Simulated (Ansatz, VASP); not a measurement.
This is a calculation of Sb for Ansatz 0.2.0.

The input input.yaml:

```yaml
crystal:
  lattice:
    - [3.3091953418, 0.0, 0.0]
    - [-1.6545976709, 2.8658472321, 0.0]
    - [0.0, 0.0, 5.3962304974]
  atoms:
    - { symbol: Sb, position: [0.6666666667, 0.3333333333, 0.75] }
    - { symbol: Sb, position: [0.3333333333, 0.6666666667, 0.25] }
kpoints:
  mp_grid: { grid: [9, 9, 5] }
scf:
  occupations: { method: fermi_dirac, width: 0.05 }
hamiltonian:
  xc: lda
  pseudopotentials: { kind: all_electron, lapw: { basis_error: 0.001 } }
output:
  forces: true
  stress: true
  eigenvalues: true
```

Potentials or basis: all-electron LAPW, scalar-relativistic.

Launch:

```console
$ ansatz run input.yaml --threads 1 --pin off --max-ram 3072MiB --backend cpu --events-out ev --progress --plain --runs-dir out
```

Task: Translate it to VASP 6.6.1. Potentials there: VASP PAW LDA potentials, release 64 (Sb).

Result: As run (the cutoff follows the program's own potentials):

Contents of INCAR:

```
PREC = Accurate
ENCUT = 520
EDIFF = 1E-6
ISMEAR = -1
SIGMA = 0.05
LREAL = False
LASPH = True
NELM = 100
ALGO = Normal
ISIF = 2
LWAVE = False
LCHARG = False
NBANDS = 12
```

KPOINTS

```
regular mesh
0
Gamma
  9 9 5
```

POSCAR

```
Sb
1.0
    3.3091953418      0.0000000000      0.0000000000
   -1.6545976709      2.8658472321      0.0000000000
    0.0000000000      0.0000000000      5.3962304974
Sb
2
Direct
    0.6666666667      0.3333333333      0.7500000000
    0.3333333333      0.6666666667      0.2500000000
```

Potentials or basis: VASP PAW LDA potentials, release 64 (Sb).

Command:

```console
$ cat potpaw_LDA.64/Sb/POTCAR > POTCAR
$ mpirun -np 1 vasp_std > vasp.out
```

Both were run:

|  | VASP | Ansatz | Ansatz less VASP |
| --- | --- | --- | --- |
| gap on the k mesh at the Fermi level (eV) | none | none | - |
| pressure (GPa) | -0.1 | -0.1 | -0.07 |
| traceless stress, the component that is largest in VASP (GPa) | -0.08 | -0.12 | -0.039 |

LDA's correlation is that of Perdew and Zunger in VASP and of Perdew and Wang (1992) in Ansatz. A gap of «none» marks a metal or a gap that the smearing closes. Ansatz ran all-electron here, and VASP with PAW potentials.

Neither program's run includes spin-orbit coupling.
